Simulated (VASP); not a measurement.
# InSb (Pm-3m) in VASP: settings compared

InSb is run at these levels: PBE, PBEsol; tasks: single point.

All numbers are computed with VASP 6.6.1; they aren't measurements. Logs are shortened: lines on timing, memory, paths and dates and some standing lists are left out, and cuts for length are marked.

**1. The cell of the first run**

Symmetry: Pm-3m, No. 221, cubic system. The conventional cell has a = 3.769 Å, b = 3.769 Å, c = 3.769 Å, α = 90.00°, β = 90.00°, γ = 90.00°. In (site symmetry m-3m) has 8 Sb at 3.26 Å and 6 In at 3.77 Å within 4.3 Å. Within 4.3 Å of Sb (site symmetry m-3m) lie 8 In at 3.26 Å and 6 Sb at 3.77 Å.

**2. Single point, PBE**

Input file INCAR:

```
  PREC = Accurate
  ENCUT = 520
  EDIFF = 1E-6
  ISMEAR = -1
  SIGMA = 0.02
  LREAL = F
  LASPH = T
  NELM = 80
  ALGO = Normal
  ISIF = 2
  LWAVE = F
  LCHARG = F
  GGA = PE
  NBANDS = 16
```

Input file KPOINTS:

```
Automatic mesh
0
Gamma
  6 6 6
  0.5 0.5 0.5
```

Input file POSCAR:

```
InSb
1.0
    3.7689762345      0.0000000000      0.0000000000
    0.0000000000      3.7689762345      0.0000000000
    0.0000000000      0.0000000000      3.7689762345
In Sb
1 1
Direct
    0.0000000000      0.0000000000      0.0000000000
    0.5000000000      0.5000000000      0.5000000000
```

Potentials or basis: VASP PAW PBE potentials, release 64 (In_d, Sb).

The run is started by

```console
> cat potpaw_PBE.64/In_d/POTCAR potpaw_PBE.64/Sb/POTCAR > POTCAR
> mpirun -np 1 vasp_std > vasp.out
```

OUTCAR:

```text
PREC = Accurate
   ENCUT = 520
   EDIFF = 1E-6
   ISMEAR = -1
   LREAL = F
   LASPH = T
   NELM = 80
   ISIF = 2
   GGA = PE

 ion  position               nearest neighbor table
   1  0.000  0.000  0.000-   2 3.26   2 3.26   2 3.26   2 3.26   2 3.26   2 3.26   2 3.26   2 3.26

   2  0.500  0.500  0.500-   1 3.26   1 3.26   1 3.26   1 3.26   1 3.26   1 3.26   1 3.26   1 3.26

  LATTYP: Found a simple cubic cell.
 ALAT       =     3.7689762345

  Lattice vectors:

 A1 = (   3.7689762345,   0.0000000000,   0.0000000000)
 A2 = (   0.0000000000,   3.7689762345,   0.0000000000)
 A3 = (   0.0000000000,   0.0000000000,   3.7689762345)

Analysis of symmetry for initial positions (statically):
=====================================================================
 Subroutine PRICEL returns:
 Original cell was already a primitive cell.

 Routine SETGRP: Setting up the symmetry group for a
 simple cubic supercell.

 Subroutine GETGRP returns: Found 48 space group operations
 (whereof 48 operations were pure point group operations)
 out of a pool of 48 trial point group operations.

The static configuration has the point symmetry O_h .

Analysis of symmetry for dynamics (positions and initial velocities):
=====================================================================
 Subroutine PRICEL returns:
 Original cell was already a primitive cell.

 Routine SETGRP: Setting up the symmetry group for a
 simple cubic supercell.

 Subroutine GETGRP returns: Found 48 space group operations
 (whereof 48 operations were pure point group operations)
 out of a pool of 48 trial point group operations.

The dynamic configuration has the point symmetry O_h .

 Subroutine INISYM returns: Found 48 space group operations
 (whereof 48 operations are pure point group operations),
 and found     1 'primitive' translations

----------------------------------------------------------------------------------------

                                     Primitive cell

  volume of cell :      53.5390

  direct lattice vectors                    reciprocal lattice vectors
     3.768976235  0.000000000  0.000000000     0.265324040  0.000000000  0.000000000
     0.000000000  3.768976235  0.000000000     0.000000000  0.265324040  0.000000000
     0.000000000  0.000000000  3.768976235     0.000000000  0.000000000  0.265324040

[... 64 lines left out ...]
   LSORBIT =      F    spin-orbit coupling
   LASPH  =      T    aspherical Exc in radial PAW
   ENCUT  =  520.0 eV  38.22 Ry    6.18 a.u.   7.01  7.01  7.01*2*pi/ulx,y,z
   NELM   =     80;   NELMIN=  2; NELMDL= -5     # of ELM steps
   EDIFF  = 0.1E-05   stopping-criterion for ELM
   LREAL  =      F    real-space projection
   EDIFFG = 0.1E-04   stopping-criterion for IOM
   NSW    =      0    number of steps for IOM
   IBRION =     -1    ionic relax: 0-MD 1-quasi-New 2-CG
   NFREE  =      0    steps in history (QN), initial steepest desc. (CG)
   ISIF   =      2    stress and relaxation
   ISYM   =      2    0-nonsym 1-usesym 2-fastsym
   POTIM  = 0.5000    time-step for ionic-motion
   TEBEG  =    0.0;   TEEND  =   0.0 temperature during run
   PSTRESS=    0.0 pullay stress
   NELECT =      18.0000    total number of electrons
   NUPDOWN=      -1.0000    fix difference up-down
   EMIN   =  10.00;   EMAX   =-10.00  energy-range for DOS
   EFERMI =   0.00;   METHOD = LEGACY
   ISMEAR =    -1;   SIGMA  =   0.02  broadening in eV -4-tet -1-fermi 0-gaus
   EFERMI_NEDOS =   21; number of points for ismear=-14 and -15
   IALGO  =     38    algorithm
   IMIX   =      4    mixing-type and parameters
     AMIX     =   0.40;   BMIX     =  1.00
     AMIX_MAG =   1.60;   BMIX_MAG =  1.00
  volume/ion in A,a.u.               =      26.77       180.65
  Fermi-wavevector in a.u.,A,eV,Ry     =   1.138349  2.151169 17.630966  1.295839
  Thomas-Fermi vector in A             =   2.275054
   LORBIT       =      0    0 simple, 1 ext, 2 COOP (PROOUT), +10 PAW based schemes
   GGA     = PE    functional components
   LHFCALC =     F    Hartree Fock is set to
   AEXX    =    0.0000 exact exchange contribution
   IVDW    =     0    specifies the selected vdW correction
   LEPSILON=     F    determine dielectric tensor
   LRPA    =     F    only Hartree local field effects (RPA)
 non-spin polarized calculation
  energy-cutoff  :      520.00
  volume of cell :       53.54
 maximum number of plane-waves:      1451
 NGX is ok and might be reduce to    28
   NGX = 15   NGY = 15   NGZ = 15

 number of electron      17.9999995 magnetization

 Free energy of the ion-electron system (eV)
  ---------------------------------------------------
  ext. energy  EPLUGINS =         0.00000000
  ---------------------------------------------------
  free energy    TOTEN  =        -6.42082632 eV

  energy without entropy =       -6.41703265  energy(sigma->0) =       -6.41892948

 E-fermi :   7.5227     XC(G=0): -10.1938

 val. band max:        7.5054552704   @ k =   0.4167   0.0833   0.0833
 cond. band min:       7.6236637715   @ k =   0.2500   0.2500   0.0833
 fundamental gap:      0.1182085011
 Fermi energy:         7.5226685212

 k-point     1 :       0.0833    0.0833    0.0833
  band No.  band energies     occupation
      1      -6.6058      2.00000
      2      -6.6058      2.00000
      3      -6.5100      2.00000
      4      -6.5070      2.00000
      5      -6.5070      2.00000
      6      -3.5185      2.00000
[... 167 lines left out ...]
      3      -6.6041      2.00000
      4      -6.4438      2.00000
      5      -6.4438      2.00000
      6      -0.0992      2.00000
[... 8 lines left out ...]
     15      22.0382      0.00000
     16      22.1770      0.00000

------------------------ aborting loop because EDIFF is reached ----------------------------------------

  FORCE on cell =-STRESS in cart. coord.  units (eV):
  Direction    XX          YY          ZZ          XY          YZ          ZX
  --------------------------------------------------------------------------------------
  -------------------------------------------------------------------------------------
  Total        0.7530686      0.7530686      0.7530686     -0.0000000     -0.0000000     -0.0000000
  in kB       22.5359008     22.5359008     22.5359008     -0.0000000     -0.0000000     -0.0000000
  external PRESSURE =      22.5359008 kB  Pullay stress =       0.0000000 kB

 VOLUME and BASIS-vectors are now :
 -----------------------------------------------------------------------------
  energy-cutoff  :      520.00
  volume of cell :       53.54
      direct lattice vectors                 reciprocal lattice vectors
     3.768976235  0.000000000  0.000000000     0.265324040  0.000000000  0.000000000
     0.000000000  3.768976235  0.000000000     0.000000000  0.265324040  0.000000000
     0.000000000  0.000000000  3.768976235     0.000000000  0.000000000  0.265324040

 POSITION                                       TOTAL-FORCE (eV/Angst)
 -----------------------------------------------------------------------------------
      0.00000      0.00000      0.00000         0.000000      0.000000      0.000000
      1.88449      1.88449      1.88449         0.000000      0.000000      0.000000
 -----------------------------------------------------------------------------------
    total drift:                               -0.000000      0.000000     -0.000000

  FREE ENERGIE OF THE ION-ELECTRON SYSTEM (eV)
  ---------------------------------------------------
  free  energy   TOTEN  =        -6.4208263198 eV

  energy  without entropy=       -6.4170326474  energy(sigma->0) =       -6.41892948
```

stdout:

```text
POSCAR found type information on POSCAR InSb
 POSCAR found :  2 types and       2 ions
 scaLAPACK will be used
 LDA part: xc-table for (Slater+PW92), standard interpolation
 POSCAR, INCAR and KPOINTS ok, starting setup
 FFT: planning ... GRIDC
 FFT: planning ... GRID_SOFT
 FFT: planning ... GRID
 WAVECAR not read
 entering main loop
```

It took 5 s on 1 thread of AMD EPYC 7R13 (Zen 3), shared host; peak memory 0.13 GiB.

Results:

| Property | Result |
| --- | --- |
| Free energy | -6.4208 eV |
| Pressure | 2.3 GPa |
| Band gap on the k mesh | zero (band 9 reaches 8.31 eV, above the bottom of band 10 at 5.96 eV) |

Levels at points of the mesh, in eV from the Fermi level:
```
           k point  band 6  band 7  band 8  band 9  band 10  band 11  band 12  band 13
(0.08, 0.08, 0.08)  -11.04   -2.78   -0.80   -0.80     1.15     5.13     5.13     7.01
```

Caveat: spin-orbit coupling is left out, which moves the levels of the heavy elements.

**3. Single point, PBEsol**

Input file INCAR:

```
SYSTEM = InSb
ALGO = Normal ; EDIFF = 1E-7
ENCUT = 520 ; GGA = PS
ISIF = 2 ; ISMEAR = -1
LASPH = .True. ; LCHARG = .True.
LELF = .True. ; LREAL = .False.
LVHAR = .True. ; LWAVE = .False.
NBANDS = 16 ; NELM = 60
PREC = Accurate ; SIGMA = 0.02
```

Input file KPOINTS:

```
k-points
0
Gamma
  6 6 6
  0 0 0
```

POSCAR is that of step 2.

Potentials or basis: VASP PAW PBE potentials, release 64 (In_d, Sb).

The run is started by

```console
> cat potpaw_PBE.64/In_d/POTCAR potpaw_PBE.64/Sb/POTCAR > POTCAR
> mpirun -np 1 vasp_std > vasp.out
```

OUTCAR:

```text
SYSTEM = InSb
   EDIFF = 1E-7
   ENCUT = 520
   GGA = PS
   ISIF = 2
   ISMEAR = -1
   LASPH = .True.
   LREAL = .False.
   NELM = 60
   PREC = Accurate

 ion  position               nearest neighbor table
   1  0.000  0.000  0.000-   2 3.26   2 3.26   2 3.26   2 3.26   2 3.26   2 3.26   2 3.26   2 3.26

   2  0.500  0.500  0.500-   1 3.26   1 3.26   1 3.26   1 3.26   1 3.26   1 3.26   1 3.26   1 3.26

  LATTYP: Found a simple cubic cell.
 ALAT       =     3.7689762345

  Lattice vectors:

[... 559 lines left out ...]
------------------------ aborting loop because EDIFF is reached ----------------------------------------

  FORCE on cell =-STRESS in cart. coord.  units (eV):
  Direction    XX          YY          ZZ          XY          YZ          ZX
  --------------------------------------------------------------------------------------
  -------------------------------------------------------------------------------------
  Total       -0.6460950     -0.6460950     -0.6460950     -0.0000000      0.0000000     -0.0000000
  in kB      -19.3346701    -19.3346701    -19.3346701     -0.0000000      0.0000000     -0.0000000
  external PRESSURE =     -19.3346701 kB  Pullay stress =       0.0000000 kB

 VOLUME and BASIS-vectors are now :
 -----------------------------------------------------------------------------
  energy-cutoff  :      520.00
  volume of cell :       53.54
      direct lattice vectors                 reciprocal lattice vectors
     3.768976235  0.000000000  0.000000000     0.265324040  0.000000000  0.000000000
     0.000000000  3.768976235  0.000000000     0.000000000  0.265324040  0.000000000
     0.000000000  0.000000000  3.768976235     0.000000000  0.000000000  0.265324040

 POSITION                                       TOTAL-FORCE (eV/Angst)
 -----------------------------------------------------------------------------------
      0.00000      0.00000      0.00000         0.000000      0.000000      0.000000
      1.88449      1.88449      1.88449         0.000000      0.000000      0.000000
 -----------------------------------------------------------------------------------
    total drift:                               -0.000000      0.000000     -0.000000

  FREE ENERGIE OF THE ION-ELECTRON SYSTEM (eV)
  ---------------------------------------------------
  free  energy   TOTEN  =        -7.3745090962 eV

  energy  without entropy=       -7.3729375357  energy(sigma->0) =       -7.37372332
```

OSZICAR:

```text
N       E                     dE             d eps       ncg     rms          rms(c)
DAV:   1     0.107467666655E+03    0.10747E+03   -0.79812E+03   648   0.119E+03
DAV:   2    -0.133003712337E+01   -0.10880E+03   -0.10551E+03   720   0.291E+02
DAV:   3    -0.727601931939E+01   -0.59460E+01   -0.58508E+01   816   0.652E+01
DAV:   4    -0.742240567678E+01   -0.14639E+00   -0.14635E+00   864   0.111E+01
DAV:   5    -0.742793553298E+01   -0.55299E-02   -0.55298E-02   904   0.179E+00    0.272E+00
DAV:   6    -0.738356334942E+01    0.44372E-01   -0.72584E-02   848   0.476E+00    0.149E+00
DAV:   7    -0.737533572224E+01    0.82276E-02   -0.22313E-02   832   0.210E+00    0.324E-01
DAV:   8    -0.737452092399E+01    0.81480E-03   -0.21945E-03   816   0.673E-01    0.101E-01
DAV:   9    -0.737451237984E+01    0.85441E-05   -0.14654E-04   904   0.125E-01    0.412E-02
DAV:  10    -0.737450933029E+01    0.30496E-05   -0.12243E-05   896   0.452E-02    0.141E-02
DAV:  11    -0.737450914741E+01    0.18288E-06   -0.11879E-06   896   0.143E-02    0.701E-03
DAV:  12    -0.737450909622E+01    0.51190E-07   -0.58247E-08   528   0.356E-03
   1 F= -.73745091E+01 E0= -.73737233E+01  d E =-.157156E-02
```

Run time: 9.4 s. Hardware: 1 thread of AMD EPYC 7R13 (Zen 3), shared host; peak memory 0.13 GiB.

Results:

```yaml
Free_energy: -7.3745 eV
Pressure: -1.9 GPa
Band_gap_on_the_k_mesh: zero (band 9 reaches 8.92 eV, above the bottom of band 10 at 5.50 eV)
```

Caveat: the PAW data sets were made with another functional, which shifts forces and pressure a little; spin-orbit coupling is left out, which moves the levels of the heavy elements.
